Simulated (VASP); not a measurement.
# Nb3Sn (Pm-3n) in VASP: notebook

Runs on Nb3Sn. Level: PBE. Tasks: single point.

Program: VASP 6.6.1. These are calculated values, not measurements. Logs are shortened: lines on timing, memory, paths and dates and some standing lists are left out, and cuts for length are marked.

### 1 The cell of the first run

The structure is cubic, space group Pm-3n (No. 223). The conventional cell has a = 5.319 Å, b = 5.319 Å, c = 5.319 Å, α = 90.00°, β = 90.00°, γ = 90.00°. Nb (site symmetry -4m2) has 10 Nb at 2.66 to 3.26 Å and 4 Sn at 2.97 Å within 3.5 Å. Within 3.9 Å of Sn (site symmetry m-3) lie 12 Nb at 2.97 Å.

### 2 Single point, PBE

File INCAR:

```
PREC = Accurate
ENCUT = 590
EDIFF = 1E-6
ISMEAR = 0
SIGMA = 0.1
LREAL = False
LASPH = True
NELM = 300
ALGO = All
ISIF = 2
LWAVE = False
LCHARG = True
GGA = PE
LVHAR = True
NBANDS = 63
GGA_COMPAT = False
ISEARCH = 1
KPAR = 4
```

File KPOINTS:

```
Automatic mesh
0
Gamma
  8 8 8
```

File POSCAR:

```
Nb3Sn
1.0
    5.3191375836      0.0000000000      0.0000000000
    0.0000000000      5.3191375836      0.0000000000
    0.0000000000      0.0000000000      5.3191375836
Nb Sn
6 2
Direct
    0.2500000000      0.0000000000      0.5000000000
    0.5000000000      0.7500000000      0.0000000000
    0.7500000000      0.0000000000      0.5000000000
    0.5000000000      0.2500000000      0.0000000000
    0.0000000000      0.5000000000      0.7500000000
    0.0000000000      0.5000000000      0.2500000000
    0.0000000000      0.0000000000      0.0000000000
    0.5000000000      0.5000000000      0.5000000000
```

Potentials or basis: VASP PAW PBE potentials, release 64 (Nb_sv, Sn_d).

Command:

```console
> cat potpaw_PBE.64/Nb_sv/POTCAR potpaw_PBE.64/Sn_d/POTCAR > POTCAR
> mpirun -np 4 vasp_std > vasp.out
```

OUTCAR:

```text
PREC = Accurate
   ENCUT = 590
   EDIFF = 1E-6
   ISMEAR = 0
   LREAL = False
   LASPH = True
   NELM = 300
   ISIF = 2
   GGA = PE

 ion  position               nearest neighbor table
   1  0.250  0.000  0.500-   3 2.66   3 2.66   8 2.97   7 2.97   8 2.97   7 2.97
   2  0.500  0.750  0.000-   4 2.66   4 2.66   8 2.97   8 2.97   7 2.97   7 2.97
   3  0.750  0.000  0.500-   1 2.66   1 2.66   8 2.97   7 2.97   8 2.97   7 2.97
   4  0.500  0.250  0.000-   2 2.66   2 2.66   8 2.97   8 2.97   7 2.97   7 2.97
   5  0.000  0.500  0.750-   6 2.66   6 2.66   8 2.97   7 2.97   7 2.97   8 2.97
   6  0.000  0.500  0.250-   5 2.66   5 2.66   8 2.97   7 2.97   7 2.97   8 2.97
   7  0.000  0.000  0.000-   1 2.97   2 2.97   3 2.97   4 2.97   5 2.97   6 2.97   1 2.97   3 2.97
                             5 2.97   6 2.97   2 2.97   4 2.97
   8  0.500  0.500  0.500-   1 2.97   2 2.97   3 2.97   4 2.97   5 2.97   6 2.97   2 2.97   4 2.97
                             1 2.97   3 2.97   5 2.97   6 2.97

  LATTYP: Found a simple cubic cell.
 ALAT       =     5.3191375836

  Lattice vectors:

 A1 = (   5.3191375836,   0.0000000000,   0.0000000000)
 A2 = (   0.0000000000,   5.3191375836,   0.0000000000)
 A3 = (   0.0000000000,   0.0000000000,   5.3191375836)

Analysis of symmetry for initial positions (statically):
=====================================================================
 Subroutine PRICEL returns:
 Original cell was already a primitive cell.

 Routine SETGRP: Setting up the symmetry group for a
 simple cubic supercell.

 Subroutine GETGRP returns: Found 48 space group operations
 (whereof 24 operations were pure point group operations)
 out of a pool of 48 trial point group operations.

The static configuration has the point symmetry T_h .
 The point group associated with its full space group is O_h .

Analysis of symmetry for dynamics (positions and initial velocities):
=====================================================================
 Subroutine PRICEL returns:
 Original cell was already a primitive cell.

 Routine SETGRP: Setting up the symmetry group for a
 simple cubic supercell.

 Subroutine GETGRP returns: Found 48 space group operations
 (whereof 24 operations were pure point group operations)
 out of a pool of 48 trial point group operations.

The dynamic configuration has the point symmetry T_h .
 The point group associated with its full space group is O_h .

 Subroutine INISYM returns: Found 48 space group operations
 (whereof 24 operations are pure point group operations),
 and found     1 'primitive' translations

----------------------------------------------------------------------------------------

                                     Primitive cell

  volume of cell :     150.4956

  direct lattice vectors                    reciprocal lattice vectors
     5.319137584  0.000000000  0.000000000     0.188000401  0.000000000  0.000000000
     0.000000000  5.319137584  0.000000000     0.000000000  0.188000401  0.000000000
     0.000000000  0.000000000  5.319137584     0.000000000  0.000000000  0.188000401

  length of vectors
     5.319137584  5.319137584  5.319137584     0.188000401  0.188000401  0.188000401

  position of ions in fractional coordinates (direct lattice)
     0.250000000  0.000000000  0.500000000
     0.500000000  0.750000000  0.000000000
     0.750000000  0.000000000  0.500000000
     0.500000000  0.250000000  0.000000000
     0.000000000  0.500000000  0.750000000
     0.000000000  0.500000000  0.250000000
     0.000000000  0.000000000  0.000000000
     0.500000000  0.500000000  0.500000000

  ion indices of the primitive-cell ions
   primitive index   ion index
                 1           1
                 2           2
                 3           3
                 4           4
                 5           5
                 6           6
                 7           7
                 8           8

----------------------------------------------------------------------------------------

 KPOINTS: Automatic mesh

Automatic generation of k-mesh.
 Grid dimensions read from file:
 generate k-points for:    8    8    8

 Generating k-lattice:

  Cartesian coordinates                     Fractional coordinates (reciprocal lattice)
     0.023500050  0.000000000  0.000000000     0.125000000  0.000000000  0.000000000
     0.000000000  0.023500050  0.000000000     0.000000000  0.125000000  0.000000000
     0.000000000  0.000000000  0.023500050     0.000000000  0.000000000  0.125000000

  Length of vectors
     0.023500050  0.023500050  0.023500050

  Shift w.r.t. Gamma in fractional coordinates (k-lattice)
     0.000000000  0.000000000  0.000000000

 Subroutine IBZKPT returns following result:
 ===========================================

 Found     35 irreducible k-points:

 Following reciprocal coordinates:
            Coordinates               Weight
  0.000000  0.000000  0.000000      1.000000
  0.125000  0.000000  0.000000      6.000000
  0.250000  0.000000  0.000000      6.000000
  0.375000  0.000000  0.000000      6.000000
  0.500000  0.000000  0.000000      3.000000
  0.125000  0.125000  0.000000     12.000000
[... 16 lines left out ...]
  0.375000  0.375000  0.125000     24.000000
  0.500000  0.375000  0.125000     24.000000
 [... further k-points ...]
   k-points           NKPTS =     35   k-points in BZ     NKDIM =     35   number of bands    NBANDS=     63
   number of dos      NEDOS =    301   number of ions     NIONS =      8
   total plane-waves  NPLWV =  74088
   dimension x,y,z NGX =    42 NGY =   42 NGZ =   42
   dimension x,y,z NGXF=    84 NGYF=   84 NGZF=   84
   ions per type =               6   2
   NGX,Y,Z   is equivalent  to a cutoff of  13.13, 13.13, 13.13 a.u.
   NGXF,Y,Z  is equivalent  to a cutoff of  26.25, 26.25, 26.25 a.u.
 SYSTEM =  unknown system
   PREC   = accura    normal or accurate (medium, high low for compatibility)
   ISTART =      0    job   : 0-new  1-cont  2-samecut
   ICHARG =      2    charge: 1-file 2-atom 10-const
   ISPIN  =      1    spin polarized calculation?
   LNONCOLLINEAR =      F non collinear calculations
   LSORBIT =      F    spin-orbit coupling
   LASPH  =      T    aspherical Exc in radial PAW
   ENCUT  =  590.0 eV  43.36 Ry    6.59 a.u.  10.53 10.53 10.53*2*pi/ulx,y,z
   NELM   =    300;   NELMIN=  2; NELMDL= -5     # of ELM steps
   EDIFF  = 0.1E-05   stopping-criterion for ELM
   LREAL  =      F    real-space projection
   EDIFFG = 0.1E-04   stopping-criterion for IOM
   NSW    =      0    number of steps for IOM
   IBRION =     -1    ionic relax: 0-MD 1-quasi-New 2-CG
   NFREE  =      0    steps in history (QN), initial steepest desc. (CG)
   ISIF   =      2    stress and relaxation
   ISYM   =      2    0-nonsym 1-usesym 2-fastsym
   POTIM  = 0.5000    time-step for ionic-motion
   TEBEG  =    0.0;   TEEND  =   0.0 temperature during run
   PSTRESS=    0.0 pullay stress
   NELECT =     106.0000    total number of electrons
   NUPDOWN=      -1.0000    fix difference up-down
   EMIN   =  10.00;   EMAX   =-10.00  energy-range for DOS
   EFERMI =   0.00;   METHOD = LEGACY
   ISMEAR =     0;   SIGMA  =   0.10  broadening in eV -4-tet -1-fermi 0-gaus
   EFERMI_NEDOS =   21; number of points for ismear=-14 and -15
   IALGO  =     58    algorithm
   IMIX   =      4    mixing-type and parameters
     AMIX     =   0.40;   BMIX     =  1.00
     AMIX_MAG =   1.60;   BMIX_MAG =  1.00
  volume/ion in A,a.u.               =      18.81       126.95
  Fermi-wavevector in a.u.,A,eV,Ry     =   1.456584  2.752545 28.866627  2.121637
  Thomas-Fermi vector in A             =   2.573485
   LORBIT       =      0    0 simple, 1 ext, 2 COOP (PROOUT), +10 PAW based schemes
   GGA     = PE    functional components
   LHFCALC =     F    Hartree Fock is set to
   AEXX    =    0.0000 exact exchange contribution
   IVDW    =     0    specifies the selected vdW correction
   LEPSILON=     F    determine dielectric tensor
   LRPA    =     F    only Hartree local field effects (RPA)
 non-spin polarized calculation
 Gauss-broadening in eV      SIGMA  =   0.10
  energy-cutoff  :      590.00
  volume of cell :      150.50
 maximum number of plane-waves:      4945
   NGX = 21   NGY = 21   NGZ = 21

 number of electron     106.0000019 magnetization

 Free energy of the ion-electron system (eV)
  ---------------------------------------------------
  ext. energy  EPLUGINS =         0.00000000
  ---------------------------------------------------
  free energy    TOTEN  =       -70.38849350 eV

  energy without entropy =      -70.31431232  energy(sigma->0) =      -70.35140291

 E-fermi :  11.1526     XC(G=0): -12.2580

 val. band max:       11.1498239849   @ k =   0.3750   0.3750   0.0000
 cond. band min:      11.1532331390   @ k =   0.1250   0.1250   0.0000
 fundamental gap:      0.0034091541
 Fermi energy:        11.1526439993

 k-point     1 :       0.0000    0.0000    0.0000
  band No.  band energies     occupation
      1     -43.4534      2.00000
      2     -43.3870      2.00000
      3     -43.3870      2.00000
      4     -43.1803      2.00000
      5     -43.1803      2.00000
      6     -43.1803      2.00000
[... 55 lines left out ...]
     62      14.8391      0.00000
     63      14.8971      0.00000

 k-point     2 :       0.1250    0.0000    0.0000
  band No.  band energies     occupation
      1     -43.4491      2.00000
      2     -43.3889      2.00000
      3     -43.3812      2.00000
      4     -43.1891      2.00000
      5     -43.1803      2.00000
      6     -43.1803      2.00000
[... 55 lines left out ...]
     62      14.8228      0.00000
     63      14.9044      0.00000

 k-point     3 :       0.2500    0.0000    0.0000
  band No.  band energies     occupation
      1     -43.4384      2.00000
      2     -43.3943      2.00000
      3     -43.3629      2.00000
      4     -43.2138      2.00000
      5     -43.1803      2.00000
      6     -43.1803      2.00000
[... 1375 lines left out ...]
     62      13.9673      0.00000
     63      14.3595      0.00000

 k-point    24 :       0.5000    0.3750    0.1250
  band No.  band energies     occupation
      1     -43.4013      2.00000
      2     -43.3460      2.00000
      3     -43.2957      2.00000
      4     -43.2932      2.00000
      5     -43.2493      2.00000
      6     -43.1893      2.00000
[... 55 lines left out ...]
     62      13.7441      0.00000
     63      14.1793      0.00000

 [... further k-points ...]

------------------------ aborting loop because EDIFF is reached ----------------------------------------

  FORCE on cell =-STRESS in cart. coord.  units (eV):
  Direction    XX          YY          ZZ          XY          YZ          ZX
  --------------------------------------------------------------------------------------
  -------------------------------------------------------------------------------------
  Total       -0.2035528     -0.2035528     -0.2035528      0.0000000      0.0000000     -0.0000000
  in kB       -2.1670250     -2.1670250     -2.1670250      0.0000000      0.0000000     -0.0000000
  external PRESSURE =      -2.1670250 kB  Pullay stress =       0.0000000 kB

 VOLUME and BASIS-vectors are now :
 -----------------------------------------------------------------------------
  energy-cutoff  :      590.00
  volume of cell :      150.50
      direct lattice vectors                 reciprocal lattice vectors
     5.319137584  0.000000000  0.000000000     0.188000401  0.000000000  0.000000000
     0.000000000  5.319137584  0.000000000     0.000000000  0.188000401  0.000000000
     0.000000000  0.000000000  5.319137584     0.000000000  0.000000000  0.188000401

 POSITION                                       TOTAL-FORCE (eV/Angst)
 -----------------------------------------------------------------------------------
      1.32978      0.00000      2.65957         0.000000     -0.000000     -0.000000
      2.65957      3.98935      0.00000         0.000000      0.000000      0.000000
      3.98935      0.00000      2.65957        -0.000000      0.000000      0.000000
      2.65957      1.32978      0.00000        -0.000000      0.000000     -0.000000
      0.00000      2.65957      3.98935        -0.000000     -0.000000     -0.000000
      0.00000      2.65957      1.32978         0.000000     -0.000000     -0.000000
      0.00000      0.00000      0.00000        -0.000000      0.000000     -0.000000
      2.65957      2.65957      2.65957        -0.000000      0.000000     -0.000000
 -----------------------------------------------------------------------------------
    total drift:                                0.000000     -0.000000     -0.000000

  FREE ENERGIE OF THE ION-ELECTRON SYSTEM (eV)
  ---------------------------------------------------
  free  energy   TOTEN  =       -70.3884935001 eV

  energy  without entropy=      -70.3143134922  energy(sigma->0) =      -70.35140350
```

It took 1.8 min on 4 MPI ranks of Intel Xeon 6975P-C (Granite Rapids), shared host; peak memory 0.78 GiB.

What came out:

```yaml
Free_energy: -70.3885 eV
Pressure: -0.2 GPa
Band_gap_on_the_k_mesh: zero (bands 53 and 54 overlap by 0.57 eV)
```

Caveat: spin-orbit coupling is left out, which moves the levels of the heavy elements.

### 3 Single point, PBE

File INCAR:

```
SYSTEM = Nb3Sn
PREC = Accurate
ENCUT = 590
EDIFF = 1E-6
ISMEAR = 0
SIGMA = 0.1
LREAL = .FALSE.
LASPH = .TRUE.
NELM = 300
ALGO = All
ISIF = 2
LWAVE = .FALSE.
LCHARG = .FALSE.
GGA = PE
NBANDS = 63
GGA_COMPAT = .FALSE.
ISEARCH = 1
KPAR = 4
```

File KPOINTS:

```
Automatic mesh
0
G
  8 8 8
  0 0 0
```

POSCAR is that of step 2.

Potentials or basis: VASP PAW PBE potentials, release 64 (Nb_sv, Sn_d).

Command:

```console
> cat potpaw_PBE.64/Nb_sv/POTCAR potpaw_PBE.64/Sn_d/POTCAR > POTCAR
> mpirun -np 4 vasp_std > vasp.out
```

Wall time 3.8 min (4 MPI ranks of Intel Xeon 6975P-C (Granite Rapids), shared host); peak memory 0.78 GiB.

The run converged. Its results:

```
Free energy            : -70.3885 eV
Pressure               : -0.2 GPa
Band gap on the k mesh : zero (bands 53 and 54 overlap by 0.57 eV)
```

Levels at points of the mesh, in eV from the Fermi level:
| k point | band 50 | band 51 | band 52 | band 53 | band 54 | band 55 | band 56 | band 57 |
| --- | --- | --- | --- | --- | --- | --- | --- | --- |
| (0.00, 0.00, 0.00) | -0.53 | -0.53 | -0.53 | -0.06 | -0.06 | 2.34 | 2.34 | 2.36 |
| (0.50, 0.00, 0.00) | -0.97 | -0.81 | -0.81 | -0.38 | -0.38 | 1.48 | 1.48 | 2.16 |
| (0.50, 0.50, 0.00) | 0.09 | 0.17 | 0.19 | 0.19 | 0.58 | 0.61 | 0.61 | 0.75 |
| (0.50, 0.50, 0.50) | 0.05 | 0.05 | 0.05 | 0.11 | 0.11 | 0.11 | 0.11 | 0.11 |

Caveat: spin-orbit coupling is left out, which moves the levels of the heavy elements.
